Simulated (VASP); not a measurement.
# InSb3 (Fm-3m) in VASP: a series of runs, part 2 of 2

VASP 6.6.1. The steps go on from the part before.

## Step 3: Single point, PBE, non-collinear spin, zero start, spin-orbit coupling

Input file INCAR:

```
  PREC = Accurate
  ENCUT = 520
  EDIFF = 1E-6
  ISMEAR = 0
  SIGMA = 0.05
  LREAL = F
  LASPH = T
  NELM = 150
  ALGO = Normal
  ISIF = 2
  LWAVE = F
  LCHARG = F
  MAGMOM = 0 0 0 0 0 0 0 0 0 0 0 0
  LORBIT = 11
  LSORBIT = T
  GGA_COMPAT = F
  LORBMOM = T
  GGA = PE
  NBANDS = 42
```

Input file KPOINTS:

```
Automatic mesh
0
Gamma
  5 5 5
```

Input file POSCAR:

```
InSb3
1.0
    0.0000000000      3.7945550000      3.7945550000
    3.7945550000      0.0000000000      3.7945550000
    3.7945550000      3.7945550000      0.0000000000
Sb In
3 1
Direct
    0.5000000000      0.5000000000      0.5000000000
    0.7500000000      0.7500000000      0.7500000000
    0.2500000000      0.2500000000      0.2500000000
    0.0000000000      0.0000000000      0.0000000000
```

Potentials or basis: VASP PAW PBE potentials, release 64 (Sb, In_d).

On the command line:

```sh
cat potpaw_PBE.64/Sb/POTCAR potpaw_PBE.64/In_d/POTCAR > POTCAR
mpirun -np 1 vasp_ncl > vasp.out
```

OUTCAR:

```text
PREC = Accurate
   ENCUT = 520
   EDIFF = 1E-6
   ISMEAR = 0
   LREAL = F
   LASPH = T
   NELM = 150
   ISIF = 2
   LORBIT = 11
   LSORBIT = T
   GGA = PE

 ion  position               nearest neighbor table
   1  0.500  0.500  0.500-   2 3.29   3 3.29   3 3.29   3 3.29   3 3.29   2 3.29   2 3.29   2 3.29
                             4 3.79   4 3.79   4 3.79   4 3.79   4 3.79   4 3.79
   2  0.750  0.750  0.750-   1 3.29   4 3.29   1 3.29   1 3.29   1 3.29   4 3.29   4 3.29   4 3.29

   3  0.250  0.250  0.250-   1 3.29   4 3.29   4 3.29   4 3.29   4 3.29   1 3.29   1 3.29   1 3.29

   4  0.000  0.000  0.000-   2 3.29   3 3.29   2 3.29   2 3.29   2 3.29   3 3.29   3 3.29   3 3.29
                             1 3.79   1 3.79   1 3.79   1 3.79   1 3.79   1 3.79

  LATTYP: Found a face centered cubic cell.
 ALAT       =     7.5891100000

  Lattice vectors:

 A1 = (   0.0000000000,   3.7945550000,   3.7945550000)
 A2 = (   3.7945550000,   0.0000000000,   3.7945550000)
 A3 = (   3.7945550000,   3.7945550000,   0.0000000000)

Analysis of symmetry for initial positions (statically):
=====================================================================
 Subroutine PRICEL returns:
 Original cell was already a primitive cell.

 Routine SETGRP: Setting up the symmetry group for a
 face centered cubic supercell.

 Subroutine GETGRP returns: Found 48 space group operations
 (whereof 48 operations were pure point group operations)
 out of a pool of 48 trial point group operations.

The static configuration has the point symmetry O_h .

Analysis of symmetry for dynamics (positions and initial velocities):
=====================================================================
 Subroutine PRICEL returns:
 Original cell was already a primitive cell.

 Routine SETGRP: Setting up the symmetry group for a
 face centered cubic supercell.

 Subroutine GETGRP returns: Found 48 space group operations
 (whereof 48 operations were pure point group operations)
 out of a pool of 48 trial point group operations.

The dynamic configuration has the point symmetry O_h .

Analysis of structural, dynamic, and magnetic symmetry:
=====================================================================
 Subroutine PRICEL returns:
 Original cell was already a primitive cell.

 Routine SETGRP: Setting up the symmetry group for a
 face centered cubic supercell.

 Subroutine GETGRP returns: Found 48 space group operations
 (whereof 48 operations were pure point group operations)
 out of a pool of 48 trial point group operations.

The overall configuration has the point symmetry O_h .

 Subroutine INISYM returns: Found 48 space group operations
 (whereof 48 operations are pure point group operations),
 and found     1 'primitive' translations

----------------------------------------------------------------------------------------

                                     Primitive cell

  volume of cell :     109.2729

  direct lattice vectors                    reciprocal lattice vectors
     0.000000000  3.794555000  3.794555000    -0.131767757  0.131767757  0.131767757
     3.794555000  0.000000000  3.794555000     0.131767757 -0.131767757  0.131767757
     3.794555000  3.794555000  0.000000000     0.131767757  0.131767757 -0.131767757

  length of vectors
[... 566 lines left out ...]
  Total        0.1653518      0.1653518      0.1653518      0.0000000     -0.0000000      0.0000000
  in kB        2.4244155      2.4244155      2.4244155      0.0000000     -0.0000000      0.0000000
  external PRESSURE =       2.4244155 kB  Pullay stress =       0.0000000 kB

 VOLUME and BASIS-vectors are now :
 -----------------------------------------------------------------------------
  energy-cutoff  :      520.00
  volume of cell :      109.27
      direct lattice vectors                 reciprocal lattice vectors
     0.000000000  3.794555000  3.794555000    -0.131767757  0.131767757  0.131767757
     3.794555000  0.000000000  3.794555000     0.131767757 -0.131767757  0.131767757
     3.794555000  3.794555000  0.000000000     0.131767757  0.131767757 -0.131767757

 POSITION                                       TOTAL-FORCE (eV/Angst)
 -----------------------------------------------------------------------------------
      3.79455      3.79455      3.79455         0.000000     -0.000000      0.000000
      5.69183      5.69183      5.69183         0.000000      0.000000      0.000000
      1.89728      1.89728      1.89728        -0.000000     -0.000000     -0.000000
      0.00000      0.00000      0.00000         0.000000     -0.000000      0.000000
 -----------------------------------------------------------------------------------
    total drift:                               -0.000000     -0.000000     -0.000000

  FREE ENERGIE OF THE ION-ELECTRON SYSTEM (eV)
  ---------------------------------------------------
  free  energy   TOTEN  =       -14.6207919932 eV

  energy  without entropy=      -14.6172977313  energy(sigma->0) =      -14.61904486

 orbital moment (x)

 # of ion     p       d       tot
 ----------------------------------------
  1         0.000   0.000   0.000
  2         0.000   0.000   0.000
  3        -0.000  -0.000  -0.000
  4         0.000   0.000   0.000
 ----------------------------------------
           -0.000  -0.000  -0.000

 orbital moment (y)

 # of ion     p       d       tot
 ----------------------------------------
  1         0.000   0.000   0.000
  2        -0.000  -0.000  -0.000
  3        -0.000  -0.000  -0.000
  4         0.000   0.000   0.000
 ----------------------------------------
           -0.000  -0.000  -0.000

 orbital moment (z)

 # of ion     p       d       tot
 ----------------------------------------
  1         0.000   0.000   0.000
  2         0.000   0.000   0.000
  3         0.000   0.000   0.000
  4         0.000   0.000   0.000
 ----------------------------------------
            0.000   0.000   0.000

 Spin-Orbit-Coupling matrix elements

 Ion:    1  E_soc:     -0.1450506
 l=   1
     0.0000000    -0.0239510    -0.0239510
    -0.0239510     0.0000000    -0.0239510
    -0.0239510    -0.0239510     0.0000000
 l=   2
     0.0000000    -0.0000607     0.0000000    -0.0000607    -0.0001634
    -0.0000607     0.0000000    -0.0001225    -0.0000607    -0.0000408
     0.0000000    -0.0001225     0.0000000    -0.0001225     0.0000000
    -0.0000607    -0.0000607    -0.0001225     0.0000000    -0.0000408
    -0.0001634    -0.0000408     0.0000000    -0.0000408     0.0000000
 l=   3
     0.0000000     0.0000000     0.0000000     0.0000000     0.0000000     0.0000000     0.0000000
     0.0000000     0.0000000     0.0000000     0.0000000     0.0000000     0.0000000     0.0000000
     0.0000000     0.0000000     0.0000000     0.0000000     0.0000000     0.0000000     0.0000000
     0.0000000     0.0000000     0.0000000     0.0000000     0.0000000     0.0000000     0.0000000
[... 49 lines left out ...]
 l=   2
     0.0000000    -0.0012327     0.0000000    -0.0012327    -0.0050907
    -0.0012327     0.0000000    -0.0038181    -0.0012327    -0.0012727
     0.0000000    -0.0038181     0.0000000    -0.0038181     0.0000000
    -0.0012327    -0.0012327    -0.0038181     0.0000000    -0.0012727
    -0.0050907    -0.0012727     0.0000000    -0.0012727     0.0000000
 l=   3
     0.0000000     0.0000000     0.0000000     0.0000000     0.0000000     0.0000000     0.0000000
     0.0000000     0.0000000     0.0000000     0.0000000     0.0000000     0.0000000     0.0000000
     0.0000000     0.0000000     0.0000000     0.0000000     0.0000000     0.0000000     0.0000000
     0.0000000     0.0000000     0.0000000     0.0000000     0.0000000     0.0000000     0.0000000
     0.0000000     0.0000000     0.0000000     0.0000000     0.0000000     0.0000000     0.0000000
     0.0000000     0.0000000     0.0000000     0.0000000     0.0000000     0.0000000     0.0000000
     0.0000000     0.0000000     0.0000000     0.0000000     0.0000000     0.0000000     0.0000000

 total charge

# of ion       s       p       d       tot
------------------------------------------
    1        1.256   1.033   0.038   2.327
    2        1.240   1.071   0.032   2.343
    3        1.240   1.071   0.032   2.343
    4        1.011   0.456   9.856  11.323
--------------------------------------------------
tot          4.747   3.630   9.958  18.335

 magnetization (x)

# of ion       s       p       d       tot
------------------------------------------
    1        0.000   0.000  -0.000   0.000
    2        0.000   0.000  -0.000   0.000
    3        0.000   0.000  -0.000   0.000
    4       -0.000   0.000   0.000  -0.000
--------------------------------------------------
tot         -0.000   0.000  -0.000   0.000

 magnetization (y)

# of ion       s       p       d       tot
------------------------------------------
    1        0.000   0.000   0.000   0.000
    2        0.000   0.000   0.000   0.000
    3        0.000   0.000   0.000   0.000
    4        0.000  -0.000   0.000   0.000
--------------------------------------------------
tot          0.000   0.000   0.000   0.000

 magnetization (z)

# of ion       s       p       d       tot
------------------------------------------
    1        0.000   0.000  -0.000  -0.000
    2        0.000   0.000   0.000   0.000
    3        0.000   0.000   0.000   0.000
    4        0.000   0.000  -0.000  -0.000
--------------------------------------------------
tot          0.000   0.000  -0.000  -0.000
```

OSZICAR:

```text
N       E                     dE             d eps       ncg     rms          rms(c)
DAV:   1     0.220978218004E+03    0.22098E+03   -0.10666E+04   840   0.126E+03
DAV:   2     0.100220535081E+02   -0.21096E+03   -0.20233E+03   920   0.315E+02
DAV:   3    -0.134104532661E+02   -0.23433E+02   -0.22449E+02  1022   0.117E+02
DAV:   4    -0.145884016944E+02   -0.11779E+01   -0.11647E+01   958   0.259E+01
DAV:   5    -0.146483605530E+02   -0.59959E-01   -0.59925E-01  1276   0.632E+00    0.407E+00
DAV:   6    -0.146259007909E+02    0.22460E-01   -0.52716E-02  1124   0.279E+00    0.232E+00
DAV:   7    -0.146214322249E+02    0.44686E-02   -0.13169E-02  1132   0.100E+00    0.128E+00
DAV:   8    -0.146208115981E+02    0.62063E-03   -0.20502E-03  1204   0.382E-01    0.158E-01
DAV:   9    -0.146207700449E+02    0.41553E-04   -0.54509E-04  1114   0.284E-01    0.524E-02
DAV:  10    -0.146207913367E+02   -0.21292E-04   -0.62454E-05   958   0.506E-02    0.190E-02
DAV:  11    -0.146207919932E+02   -0.65654E-06   -0.37345E-06  1102   0.155E-02
   1 F= -.14620792E+02 E0= -.14619045E+02  d E =-.349426E-02  mag=    -0.0000     0.0000    -0.0000
```

Wall time 94 s (1 thread of Intel Xeon Platinum 8259CL at 2.50GHz (Skylake/Cascade Lake), shared host); peak memory 0.5 GiB.

What came out:

- Free energy: -14.6208 eV
- Pressure: 0.2 GPa
- Net moment: 0.00 μB per cell
- Valence electrons inside the program's atomic spheres: Sb 2.33, 2.34 (each value once); In 11.32

Moments on the atoms (μB; x, y, z):
```
Sb  0.00 0.00 0.00
Sb  0.00 0.00 0.00
Sb  0.00 0.00 0.00
In  0.00 0.00 0.00
```

## Step 4: Single point, PBEsol, non-collinear spin, zero start, spin-orbit coupling

Input file INCAR:

```
SYSTEM = InSb3
ALGO = Normal
EDIFF = 1E-6
ENCUT = 520
GGA = PS
GGA_COMPAT = .False.
ISIF = 2
ISMEAR = -1
LASPH = .True.
LCHARG = .False.
LNONCOLLINEAR = .True.
LORBIT = 11
LORBMOM = .True.
LREAL = .False.
LSORBIT = .True.
LWAVE = .False.
MAGMOM = 0 0 0 0 0 0 0 0 0 0 0 0
NBANDS = 42
NELM = 150
PREC = Accurate
SIGMA = 0.05
```

Input file KPOINTS:

```
k-points
0
Gamma
  6 6 6
  0 0 0
```

POSCAR is that of step 3.

Potentials or basis: VASP PAW PBE potentials, release 64 (Sb, In_d).

On the command line:

```sh
cat potpaw_PBE.64/Sb/POTCAR potpaw_PBE.64/In_d/POTCAR > POTCAR
mpirun -np 1 vasp_ncl > vasp.out
```

OUTCAR:

```text
SYSTEM = InSb3
   EDIFF = 1E-6
   ENCUT = 520
   GGA = PS
   ISIF = 2
   ISMEAR = -1
   LASPH = .True.
   LNONCOLLINEAR = .True.
   LORBIT = 11
   LREAL = .False.
   LSORBIT = .True.
   NELM = 150
   PREC = Accurate

 ion  position               nearest neighbor table
   1  0.500  0.500  0.500-   2 3.29   3 3.29   3 3.29   3 3.29   3 3.29   2 3.29   2 3.29   2 3.29
                             4 3.79   4 3.79   4 3.79   4 3.79   4 3.79   4 3.79
   2  0.750  0.750  0.750-   1 3.29   4 3.29   1 3.29   1 3.29   1 3.29   4 3.29   4 3.29   4 3.29

   3  0.250  0.250  0.250-   1 3.29   4 3.29   4 3.29   4 3.29   4 3.29   1 3.29   1 3.29   1 3.29

   4  0.000  0.000  0.000-   2 3.29   3 3.29   2 3.29   2 3.29   2 3.29   3 3.29   3 3.29   3 3.29
                             1 3.79   1 3.79   1 3.79   1 3.79   1 3.79   1 3.79

  LATTYP: Found a face centered cubic cell.
 ALAT       =     7.5891100000

  Lattice vectors:

 A1 = (   0.0000000000,   3.7945550000,   3.7945550000)
 A2 = (   3.7945550000,   0.0000000000,   3.7945550000)
 A3 = (   3.7945550000,   3.7945550000,   0.0000000000)

Analysis of symmetry for initial positions (statically):
=====================================================================
 Subroutine PRICEL returns:
 Original cell was already a primitive cell.

 Routine SETGRP: Setting up the symmetry group for a
 face centered cubic supercell.

 Subroutine GETGRP returns: Found 48 space group operations
 (whereof 48 operations were pure point group operations)
 out of a pool of 48 trial point group operations.

The static configuration has the point symmetry O_h .

Analysis of symmetry for dynamics (positions and initial velocities):
=====================================================================
 Subroutine PRICEL returns:
 Original cell was already a primitive cell.

 Routine SETGRP: Setting up the symmetry group for a
 face centered cubic supercell.

 Subroutine GETGRP returns: Found 48 space group operations
 (whereof 48 operations were pure point group operations)
[... 903 lines left out ...]

 # of ion     p       d       tot
 ----------------------------------------
  1         0.000  -0.000  -0.000
  2         0.000   0.000   0.000
  3         0.000   0.000   0.000
  4         0.000   0.000   0.000
 ----------------------------------------
            0.000   0.000   0.000

 orbital moment (z)

 # of ion     p       d       tot
 ----------------------------------------
  1         0.000   0.000   0.000
  2         0.000   0.000   0.000
  3         0.000  -0.000  -0.000
  4         0.000   0.000   0.000
 ----------------------------------------
            0.000  -0.000  -0.000

 Spin-Orbit-Coupling matrix elements

 Ion:    1  E_soc:     -0.1292959
 l=   1
     0.0000000    -0.0213316    -0.0213316
    -0.0213316     0.0000000    -0.0213316
    -0.0213316    -0.0213316     0.0000000
 l=   2
     0.0000000    -0.0000597     0.0000000    -0.0000597    -0.0001580
    -0.0000597     0.0000000    -0.0001185    -0.0000597    -0.0000395
     0.0000000    -0.0001185     0.0000000    -0.0001185     0.0000000
    -0.0000597    -0.0000597    -0.0001185     0.0000000    -0.0000395
    -0.0001580    -0.0000395     0.0000000    -0.0000395     0.0000000
 l=   3
     0.0000000     0.0000000     0.0000000     0.0000000     0.0000000     0.0000000     0.0000000
     0.0000000     0.0000000     0.0000000     0.0000000     0.0000000     0.0000000     0.0000000
     0.0000000     0.0000000     0.0000000     0.0000000     0.0000000     0.0000000     0.0000000
     0.0000000     0.0000000     0.0000000     0.0000000     0.0000000     0.0000000     0.0000000
[... 49 lines left out ...]
 l=   2
     0.0000000    -0.0013077     0.0000000    -0.0013077    -0.0051370
    -0.0013077     0.0000000    -0.0038527    -0.0013077    -0.0012842
     0.0000000    -0.0038527     0.0000000    -0.0038527     0.0000000
    -0.0013077    -0.0013077    -0.0038527     0.0000000    -0.0012842
    -0.0051370    -0.0012842     0.0000000    -0.0012842     0.0000000
 l=   3
     0.0000000     0.0000000     0.0000000     0.0000000     0.0000000     0.0000000     0.0000000
     0.0000000     0.0000000     0.0000000     0.0000000     0.0000000     0.0000000     0.0000000
     0.0000000     0.0000000     0.0000000     0.0000000     0.0000000     0.0000000     0.0000000
     0.0000000     0.0000000     0.0000000     0.0000000     0.0000000     0.0000000     0.0000000
     0.0000000     0.0000000     0.0000000     0.0000000     0.0000000     0.0000000     0.0000000
     0.0000000     0.0000000     0.0000000     0.0000000     0.0000000     0.0000000     0.0000000
     0.0000000     0.0000000     0.0000000     0.0000000     0.0000000     0.0000000     0.0000000

 total charge

# of ion       s       p       d       tot
------------------------------------------
    1        1.247   1.027   0.040   2.314
    2        1.235   1.080   0.031   2.346
    3        1.235   1.080   0.031   2.346
    4        0.987   0.452   9.859  11.298
--------------------------------------------------
tot          4.704   3.639   9.962  18.305

 magnetization (x)

# of ion       s       p       d       tot
------------------------------------------
    1        0.000   0.000   0.000   0.000
    2       -0.000   0.000   0.000   0.000
    3       -0.000   0.000   0.000   0.000
    4        0.000   0.000  -0.000   0.000
--------------------------------------------------
tot         -0.000   0.000   0.000   0.000

 magnetization (y)

# of ion       s       p       d       tot
------------------------------------------
    1        0.000  -0.000  -0.000  -0.000
    2        0.000   0.000   0.000   0.000
    3        0.000   0.000   0.000   0.000
    4        0.000   0.000  -0.000   0.000
--------------------------------------------------
tot          0.000  -0.000   0.000   0.000

 magnetization (z)

# of ion       s       p       d       tot
------------------------------------------
    1        0.000   0.000   0.000   0.000
    2       -0.000   0.000   0.000   0.000
    3       -0.000   0.000  -0.000  -0.000
    4        0.000   0.000   0.000   0.000
--------------------------------------------------
tot         -0.000   0.000  -0.000  -0.000
```

Wall time 4.8 min (1 thread of Intel Xeon 8259CL, shared host); peak memory 0.53 GiB.

What came out:

```
Free energy                                           : -16.2799 eV
Pressure                                              : -3.0 GPa
Net moment                                            : 0.00 μB per cell
Valence electrons inside the program's atomic spheres : Sb 2.31, 2.35 (each value once); In 11.30
```

Moments on the atoms (μB; x, y, z):
```
Sb  0.00 0.00 0.00
Sb  0.00 0.00 0.00
Sb  0.00 0.00 0.00
In  0.00 0.00 0.00
```

Caveat: the PAW data sets were made with another functional, which shifts forces and pressure a little.
